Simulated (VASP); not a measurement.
A run of VASP 6.6.1 is set up as follows.

Contents of INCAR:

```
SYSTEM = MgSe
  PREC = Accurate
  ENCUT = 600
  EDIFF = 1E-6
  ISMEAR = -1
  SIGMA = 0.05
  LREAL = .FALSE.
  LASPH = .TRUE.
  NELM = 120
  ALGO = Normal
  ISIF = 2
  LWAVE = .FALSE.
  LCHARG = .TRUE.
  GGA = PE
  LELF = .TRUE.
  LVHAR = .TRUE.
  NBANDS = 11
  GGA_COMPAT = .FALSE.
```

The input KPOINTS:

```
regular mesh
0
G
  6 6 6
  0 0 0
```

Contents of POSCAR:

```
MgSe
1.0
    0.0000000000      2.7118725000      2.7529607838
    2.7118725000      0.0000000000      2.7529607838
    2.7118725000      2.7118725000      0.0000000000
Mg Se
1 1
Direct
    0.0000000000      0.0000000000      0.0000000000
    0.5000000000      0.5000000000      0.5000000000
```

Potentials or basis: VASP PAW PBE potentials, release 64 (Mg, Se).

Command:

```sh
$ cat potpaw_PBE.64/Mg/POTCAR potpaw_PBE.64/Se/POTCAR > POTCAR
$ mpirun -np 1 vasp_std > vasp.out
```

Task: Predict the band gap on the k mesh.

Result: 1.73 eV, indirect (least direct gap 2.55 eV).

Task: Estimate the pressure.

Result: 2.0 GPa.

Stress tensor (GPa, compression positive):
```
2.44 0.00 0.00
0.00 2.44 0.00
0.00 0.00 1.04
```

A k mesh can miss the band edges. Expect the measured gap to be larger: semilocal functionals such as PBE lack the derivative discontinuity.
